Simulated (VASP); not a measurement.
# AlN (Cm) in VASP: notebook

The runs below take AlN through single point, with PBE.

Everything below comes from runs of VASP 6.6.1. Logs are shortened: lines on timing, memory, paths and dates and some standing lists are left out, and cuts for length are marked.

**1. The cell of the first run**

It takes space group Cm (No. 8, monoclinic). Conventional cell: a = 5.388 Å, b = 3.111 Å, c = 4.978 Å, α = 90.00°, β = 90.00°, γ = 90.00°. Within 2.3 Å of Al (site symmetry m) lie 4 N at 1.76 to 1.97 Å. Within 2.4 Å of Al (site symmetry m) lie 4 N at 1.84 to 2.04 Å. N (site symmetry m) has 4 Al at 1.84 to 2.04 Å within 2.4 Å. N (site symmetry m) has 4 Al at 1.76 to 1.97 Å within 2.3 Å.

**2. Single point, PBE**

INCAR

```
PREC     = Accurate       # precision mode
ENCUT    = 520            # plane-wave cutoff, eV
EDIFF    = 1E-6           # SCF threshold, eV
ISMEAR   = 0              # smearing method
SIGMA    = 0.05           # smearing width, eV
LREAL    = False          # projectors in reciprocal space
LASPH    = True           # aspherical terms in the spheres
NELM     = 100            # most SCF steps
ALGO     = Normal         # electronic algorithm
ISIF     = 2              # what is computed and relaxed
LWAVE    = False          # write WAVECAR
LCHARG   = False          # write CHGCAR
GGA      = PE             # functional
NBANDS   = 16             # bands
```

KPOINTS

```
Automatic mesh
0
Gamma
  9 9 6
```

POSCAR

```
AlN
1.0
    3.1110021516      0.0000000000      0.0000000000
   -1.5555010758      2.6942068945      0.0000000000
    0.0000000000      0.0000000000      4.9780000000
Al N
2 2
Direct
    0.3333333333      0.6666666667      0.0000000000
    0.6666666667      0.3333333333      0.5000000000
    0.3863791903      0.6931895951      0.3758495897
    0.7197125236      0.3598562618      0.8758495897
```

Potentials or basis: VASP PAW PBE potentials, release 64 (Al, N).

Started as:

```
> cat potpaw_PBE.64/Al/POTCAR potpaw_PBE.64/N/POTCAR > POTCAR
> mpirun -np 1 vasp_std > vasp.out
```

OUTCAR:

```text
PREC = Accurate
   ENCUT = 520
   EDIFF = 1E-6
   ISMEAR = 0
   LREAL = False
   LASPH = True
   NELM = 100
   ISIF = 2
   GGA = PE

 ion  position               nearest neighbor table
   1  0.333  0.667  0.000-   4 1.76   3 1.88   4 1.97   4 1.97   2 3.07   2 3.07   2 3.07   2 3.07
                             2 3.07   2 3.07
   2  0.667  0.333  0.500-   3 1.84   3 1.84   4 1.88   3 2.04   1 3.07   1 3.07   1 3.07   1 3.07
                             1 3.07   1 3.07
   3  0.386  0.693  0.376-   2 1.84   2 1.84   1 1.88   2 2.04
   4  0.720  0.360  0.876-   1 1.76   2 1.88   1 1.97   1 1.97

  LATTYP: Found a hexagonal cell.
 ALAT       =     3.1110021516
 C/A-ratio  =     1.6001274694

  Lattice vectors:

 A1 = (   3.1110021516,   0.0000000000,   0.0000000000)
 A2 = (  -1.5555010758,   2.6942068945,   0.0000000000)
 A3 = (   0.0000000000,   0.0000000000,   4.9780000000)

Analysis of symmetry for initial positions (statically):
=====================================================================
 Subroutine PRICEL returns:
 Original cell was already a primitive cell.

 Routine SETGRP: Setting up the symmetry group for a
 hexagonal supercell.

 Subroutine GETGRP returns: Found  2 space group operations
 (whereof  2 operations were pure point group operations)
 out of a pool of 24 trial point group operations.

The static configuration has the point symmetry C_1h.

Analysis of symmetry for dynamics (positions and initial velocities):
=====================================================================
 Subroutine PRICEL returns:
 Original cell was already a primitive cell.

 Routine SETGRP: Setting up the symmetry group for a
 hexagonal supercell.

 Subroutine GETGRP returns: Found  2 space group operations
 (whereof  2 operations were pure point group operations)
 out of a pool of 24 trial point group operations.

The dynamic configuration has the point symmetry C_1h.

 Subroutine INISYM returns: Found  2 space group operations
 (whereof  2 operations are pure point group operations),
 and found     1 'primitive' translations

----------------------------------------------------------------------------------------

                                     Primitive cell

  volume of cell :      41.7240

  direct lattice vectors                    reciprocal lattice vectors
     3.111002152  0.000000000  0.000000000     0.321439829  0.185583372  0.000000000
    -1.555501076  2.694206895  0.000000000     0.000000000  0.371166744  0.000000000
     0.000000000  0.000000000  4.978000000     0.000000000  0.000000000  0.200883889

  length of vectors
     3.111002152  3.111002152  4.978000000     0.371166744  0.371166744  0.200883889

  position of ions in fractional coordinates (direct lattice)
     0.333333333  0.666666667  0.000000000
     0.666666667  0.333333333  0.500000000
     0.386379190  0.693189595  0.375849590
     0.719712524  0.359856262  0.875849590

  ion indices of the primitive-cell ions
   primitive index   ion index
                 1           1
                 2           2
                 3           3
                 4           4

----------------------------------------------------------------------------------------

 KPOINTS: Automatic mesh

Automatic generation of k-mesh.
 Grid dimensions read from file:
 generate k-points for:    9    9    6

 Generating k-lattice:

  Cartesian coordinates                     Fractional coordinates (reciprocal lattice)
     0.035715537  0.020620375  0.000000000     0.111111111  0.000000000  0.000000000
     0.000000000  0.041240749  0.000000000     0.000000000  0.111111111  0.000000000
     0.000000000  0.000000000  0.033480648     0.000000000  0.000000000  0.166666667

  Length of vectors
     0.041240749  0.041240749  0.033480648

  Shift w.r.t. Gamma in fractional coordinates (k-lattice)
     0.000000000  0.000000000  0.000000000

 Subroutine IBZKPT returns following result:
 ===========================================

 Found    140 irreducible k-points:

 Following reciprocal coordinates:
            Coordinates               Weight
  0.000000  0.000000  0.000000      1.000000
  0.111111 -0.000000  0.000000      2.000000
  0.000000  0.111111  0.000000      4.000000
  0.222222 -0.000000  0.000000      2.000000
  0.000000  0.222222  0.000000      4.000000
  0.333333  0.000000  0.000000      2.000000
[... 16 lines left out ...]
 -0.222222 -0.444444  0.000000      4.000000
  0.444444  0.333333  0.000000      4.000000
 [... further k-points ...]
   k-points           NKPTS =    140   k-points in BZ     NKDIM =    140   number of bands    NBANDS=     16
   number of dos      NEDOS =    301   number of ions     NIONS =      4
   total plane-waves  NPLWV =  23040
   dimension x,y,z NGX =    24 NGY =   24 NGZ =   40
   dimension x,y,z NGXF=    48 NGYF=   48 NGZF=   80
   ions per type =               2   2
   NGX,Y,Z   is equivalent  to a cutoff of  12.83, 12.83, 13.36 a.u.
   NGXF,Y,Z  is equivalent  to a cutoff of  25.65, 25.65, 26.72 a.u.
 SYSTEM =  unknown system
   PREC   = accura    normal or accurate (medium, high low for compatibility)
   ISTART =      0    job   : 0-new  1-cont  2-samecut
   ICHARG =      2    charge: 1-file 2-atom 10-const
   ISPIN  =      1    spin polarized calculation?
   LNONCOLLINEAR =      F non collinear calculations
   LSORBIT =      F    spin-orbit coupling
   LASPH  =      T    aspherical Exc in radial PAW
   ENCUT  =  520.0 eV  38.22 Ry    6.18 a.u.   5.78  5.78  9.26*2*pi/ulx,y,z
   NELM   =    100;   NELMIN=  2; NELMDL= -5     # of ELM steps
   EDIFF  = 0.1E-05   stopping-criterion for ELM
   LREAL  =      F    real-space projection
   EDIFFG = 0.1E-04   stopping-criterion for IOM
   NSW    =      0    number of steps for IOM
   IBRION =     -1    ionic relax: 0-MD 1-quasi-New 2-CG
   NFREE  =      0    steps in history (QN), initial steepest desc. (CG)
   ISIF   =      2    stress and relaxation
   ISYM   =      2    0-nonsym 1-usesym 2-fastsym
   POTIM  = 0.5000    time-step for ionic-motion
   TEBEG  =    0.0;   TEEND  =   0.0 temperature during run
   PSTRESS=    0.0 pullay stress
   NELECT =      16.0000    total number of electrons
   NUPDOWN=      -1.0000    fix difference up-down
   EMIN   =  10.00;   EMAX   =-10.00  energy-range for DOS
   EFERMI =   0.00;   METHOD = LEGACY
   ISMEAR =     0;   SIGMA  =   0.05  broadening in eV -4-tet -1-fermi 0-gaus
   EFERMI_NEDOS =   21; number of points for ismear=-14 and -15
   IALGO  =     38    algorithm
   IMIX   =      4    mixing-type and parameters
     AMIX     =   0.40;   BMIX     =  1.00
     AMIX_MAG =   1.60;   BMIX_MAG =  1.00
  volume/ion in A,a.u.               =      10.43        70.39
  Fermi-wavevector in a.u.,A,eV,Ry     =   1.189377  2.247596 19.247033  1.414617
  Thomas-Fermi vector in A             =   2.325485
   LORBIT       =      0    0 simple, 1 ext, 2 COOP (PROOUT), +10 PAW based schemes
   GGA     = PE    functional components
   LHFCALC =     F    Hartree Fock is set to
   AEXX    =    0.0000 exact exchange contribution
   IVDW    =     0    specifies the selected vdW correction
   LEPSILON=     F    determine dielectric tensor
   LRPA    =     F    only Hartree local field effects (RPA)
 non-spin polarized calculation
 Gauss-broadening in eV      SIGMA  =   0.05
  energy-cutoff  :      520.00
  volume of cell :       41.72
 maximum number of plane-waves:      1152
   NGX = 11   NGY = 11   NGZ = 19

 number of electron      16.0000002 magnetization

 Free energy of the ion-electron system (eV)
  ---------------------------------------------------
  ext. energy  EPLUGINS =         0.00000000
  ---------------------------------------------------
  free energy    TOTEN  =       -29.46487494 eV

  energy without entropy =      -29.46487494  energy(sigma->0) =      -29.46487494

 E-fermi :   6.4902     XC(G=0): -10.9135

 val. band max:        6.2748238840   @ k =   0.0000   0.0000   0.0000
 cond. band min:      10.3196970266   @ k =   0.0000   0.0000   0.0000
 fundamental gap:      4.0448731425
 Fermi energy:         6.4901731684

 k-point     1 :       0.0000    0.0000    0.0000
  band No.  band energies     occupation
      1      -9.0379      2.00000
      2      -6.8870      2.00000
      3       0.1323      2.00000
      4       5.2134      2.00000
      5       5.2349      2.00000
      6       5.8814      2.00000
[... 8 lines left out ...]
     15      19.3578      0.00000
     16      19.4511      0.00000

 k-point     2 :       0.1111   -0.0000    0.0000
  band No.  band energies     occupation
      1      -8.8817      2.00000
      2      -6.8003      2.00000
      3       0.3184      2.00000
      4       4.5551      2.00000
      5       5.0357      2.00000
      6       5.3293      2.00000
[... 8 lines left out ...]
     15      19.2596      0.00000
     16      19.3151      0.00000

 k-point     3 :       0.0000    0.1111    0.0000
  band No.  band energies     occupation
      1      -8.8817      2.00000
      2      -6.8001      2.00000
      3       0.3186      2.00000
      4       4.5415      2.00000
      5       4.9894      2.00000
      6       5.4324      2.00000
[... 8 lines left out ...]
     15      19.1937      0.00000
     16      19.3675      0.00000

 k-point     4 :       0.2222   -0.0000    0.0000
  band No.  band energies     occupation
      1      -8.4381      2.00000
      2      -6.5838      2.00000
      3       0.8577      2.00000
      4       3.0898      2.00000
      5       4.0627      2.00000
      6       4.6516      2.00000
[... 8 lines left out ...]
     15      18.4602      0.00000
     16      19.1016      0.00000

 k-point     5 :       0.0000    0.2222    0.0000
  band No.  band energies     occupation
      1      -8.4381      2.00000
      2      -6.5827      2.00000
      3       0.8590      2.00000
      4       3.0746      2.00000
      5       3.9997      2.00000
      6       4.7702      2.00000
[... 8 lines left out ...]
     15      18.3920      0.00000
     16      19.2320      0.00000

 k-point     6 :       0.3333    0.0000    0.0000
  band No.  band energies     occupation
      1      -7.7989      2.00000
      2      -6.3765      2.00000
      3       1.6158      2.00000
      4       1.7384      2.00000
      5       2.8802      2.00000
      6       4.2844      2.00000
[... 8 lines left out ...]
     15      18.4404      0.00000
     16      20.5815      0.00000
[... 267 lines left out ...]
 k-point    21 :      -0.2222    0.4444    0.0000
  band No.  band energies     occupation
      1      -7.4650      2.00000
      2      -6.3045      2.00000
      3       1.7642      2.00000
      4       2.1437      2.00000
      5       2.2881      2.00000
      6       3.7319      2.00000
[... 8 lines left out ...]
     15      18.3772      0.00000
     16      20.9426      0.00000

 k-point    22 :       0.3333    0.2222    0.0000
  band No.  band energies     occupation
      1      -6.9182      2.00000
      2      -6.3559      2.00000
      3       1.2284      2.00000
      4       2.2359      2.00000
      5       2.9044      2.00000
      6       3.0353      2.00000
[... 8 lines left out ...]
     15      18.9400      0.00000
     16      20.7233      0.00000

 k-point    23 :      -0.2222   -0.4444    0.0000
  band No.  band energies     occupation
      1      -6.9214      2.00000
      2      -6.3504      2.00000
      3       1.2005      2.00000
      4       2.2616      2.00000
      5       2.8762      2.00000
      6       3.0841      2.00000
[... 8 lines left out ...]
     15      18.9562      0.00000
     16      20.7378      0.00000

 k-point    24 :       0.4444    0.3333    0.0000
  band No.  band energies     occupation
      1      -6.9201      2.00000
      2      -6.3526      2.00000
      3       1.2133      2.00000
      4       2.2333      2.00000
      5       2.9225      2.00000
      6       3.0501      2.00000
[... 8 lines left out ...]
     15      18.9698      0.00000
     16      20.7323      0.00000

 [... further k-points ...]
[... 5 lines left out ...]
  --------------------------------------------------------------------------------------
  -------------------------------------------------------------------------------------
  Total        1.7451696      1.3701499      1.9710240      0.3247766      0.8375936      1.4507547
  in kB       67.0134641     52.6129320     75.6861377     12.4712266     32.1630924     55.7081110
  external PRESSURE =      65.1041779 kB  Pullay stress =       0.0000000 kB

 VOLUME and BASIS-vectors are now :
 -----------------------------------------------------------------------------
  energy-cutoff  :      520.00
  volume of cell :       41.72
      direct lattice vectors                 reciprocal lattice vectors
     3.111002152  0.000000000  0.000000000     0.321439829  0.185583372  0.000000000
    -1.555501076  2.694206895  0.000000000     0.000000000  0.371166744  0.000000000
     0.000000000  0.000000000  4.978000000     0.000000000  0.000000000  0.200883889

 POSITION                                       TOTAL-FORCE (eV/Angst)
 -----------------------------------------------------------------------------------
     -0.00000      1.79614      0.00000         2.245292      1.296320     -0.010030
      1.55550      0.89807      2.48900         1.376608      0.794785     -0.109402
      0.12377      1.86760      1.87098        -1.374038     -0.793301      0.113498
      1.67927      0.96953      4.35998        -2.247862     -1.297804      0.005934
 -----------------------------------------------------------------------------------
    total drift:                               -0.000683     -0.000395      0.000605

  FREE ENERGIE OF THE ION-ELECTRON SYSTEM (eV)
  ---------------------------------------------------
  free  energy   TOTEN  =       -29.4648749376 eV

  energy  without entropy=      -29.4648749376  energy(sigma->0) =      -29.46487494
```

It took 52 s on 1 thread of Intel Xeon Platinum 8488C (Sapphire Rapids), shared host; peak memory 0.2 GiB.

Results:

| Item | Value |
| --- | --- |
| Free energy | -29.4649 eV |
| Pressure | 6.5 GPa |
| Largest force | 2.596 eV/Å |
| Band gap on the k mesh | 4.04 eV |

Forces in eV/Å, atoms in the order of the input:
```
Al   2.245  1.296 -0.010
Al   1.377  0.795 -0.109
N   -1.374 -0.793  0.113
N   -2.248 -1.298  0.006
```

Stress tensor (GPa, compression positive):
```
6.70 1.25 5.57
1.25 5.26 3.22
5.57 3.22 7.57
```

Caveat: the cell differs from its parent crystal (all N atoms moved -0.150 Å, as atom 3 towards its neighbour atom 2 (Al) at 1.885 Å); the cell stands under pressure; an odd mesh through Γ misses points on the zone boundary, where band edges can lie; forces of over 1 eV/Å act on the atoms, so gaps and moduli don't describe the material at rest.

**3. Single point, PBE**

INCAR

```
  ALGO = Normal
  EDIFF = 1E-6
  ENCUT = 520
  GGA = PE
  ISIF = 2
  ISMEAR = 0
  LASPH = True
  LCHARG = False
  LREAL = False
  LWAVE = False
  NBANDS = 16
  NELM = 100
  PREC = Accurate
  SIGMA = 0.05
```

KPOINTS

```
k-points
0
Gamma
  9 9 6
```

Changes to POSCAR since step 2:

```diff
@@ -10,3 +10,3 @@
     0.6666666667      0.3333333333      0.5000000000
-    0.3863791903      0.6931895951      0.3758495897
-    0.7197125236      0.3598562618      0.8758495897
+    0.2714465002      0.6357232501      0.3956754787
+    0.6047798335      0.3023899168      0.8956754787
```

Potentials or basis: VASP PAW PBE potentials, release 64 (Al, N).

Started as:

```
> cat potpaw_PBE.64/Al/POTCAR potpaw_PBE.64/N/POTCAR > POTCAR
> mpirun -np 1 vasp_std > vasp.out
```

It took 44 s on 1 thread of Intel Xeon Platinum 8488C (Sapphire Rapids), shared host; peak memory 0.21 GiB.

The run converged. Its results:

* Free energy: -29.2234 eV
* Pressure: 8.2 GPa
* Largest force: 4.103 eV/Å
* Band gap on the k mesh: 3.86 eV

Forces in eV/Å, atoms in the order of the input:
```
Al  -1.908 -1.101  1.078
Al  -3.377 -1.950  1.245
N    3.384  1.954 -1.250
N    1.900  1.097 -1.073
```

Stress tensor (GPa, compression positive):
```
13.82  2.09 -6.25
 2.09 11.41 -3.61
-6.25 -3.61 -0.49
```

Levels at points of the mesh, in eV from the valence-band top:
```tsv
k point	band 4	band 5	band 6	band 7	band 8	band 9	band 10	band 11	band 12	band 13
(0.00, 0.00, 0.00)	-1.43	-1.39	-0.55	-0.49	0.00	3.86	6.31	10.39	10.79	10.85
(0.00, 0.00, 0.50)	-3.54	-1.31	-1.24	-0.62	-0.56	6.18	6.18	9.86	9.92	10.88
```

Caveat: the cell differs from its parent crystal (all N atoms moved +0.175 Å, as atom 3 towards its neighbour atom 2 (Al) at 1.885 Å); the cell stands under pressure; forces of over 1 eV/Å act on the atoms, so gaps and moduli don't describe the material at rest.
